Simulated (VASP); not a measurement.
Here is a VASP 6.6.1 calculation.

The input INCAR:

```
PREC = Accurate ; ENCUT = 600
EDIFF = 1E-6 ; ISMEAR = 0
SIGMA = 0.05 ; LREAL = False
LASPH = True ; NELM = 60
ALGO = Normal ; ISIF = 3
LWAVE = False ; LCHARG = False
IBRION = 2 ; NSW = 80
EDIFFG = -0.03
```

Contents of KPOINTS:

```
Automatic mesh
0
Gamma
  7 7 4
```

The input POSCAR:

```
Mg
1.0
    3.2093000000      0.0000000000      0.0000000000
   -1.6046500000      2.7793353284      0.0000000000
    0.0000000000      0.0000000000      5.2103000000
Mg
2
Direct
    0.3333333333      0.6666666667      0.2500000000
    0.6666666667      0.3333333333      0.7500000000
```

Potentials or basis: VASP PAW LDA potentials, release 64 (Mg).

Command:

```console
$ cat potpaw_LDA.64/Mg/POTCAR > POTCAR
$ mpirun -np 1 vasp_std > vasp.out
```

**Question.** Estimate the band gap on the k mesh.

**Answer.** Zero (bands 2 and 3 overlap by 2.48 eV).

**Question.** What does it give for the relaxed volume?

**Answer.** 21.65 Å³/atom.

**Question.** Predict the relaxed cell.

**Answer.** a = 3.080 Å, b = 3.080 Å, c = 5.270 Å, α = 90.00°, β = 90.00°, γ = 120.00°.

The path:
```
step  energy change (eV)  largest force (eV/Å)  pressure (GPa)  volume (Å³)
   1              0.0000                0.0000           -2.64        46.47
   2             -0.0356                0.0000           -0.76        43.94
   3             -0.0384                0.0000           -0.03        43.17
   4             -0.0387                0.0000            0.22        42.92
   5             -0.0387                0.0000            0.29        42.85
   6             -0.0404                0.0000            0.16        43.01
   7             -0.0423                0.0000           -0.05        43.29
```

LDA usually gives volumes a few per cent too small. Zero-point motion and thermal expansion aren't in these numbers.
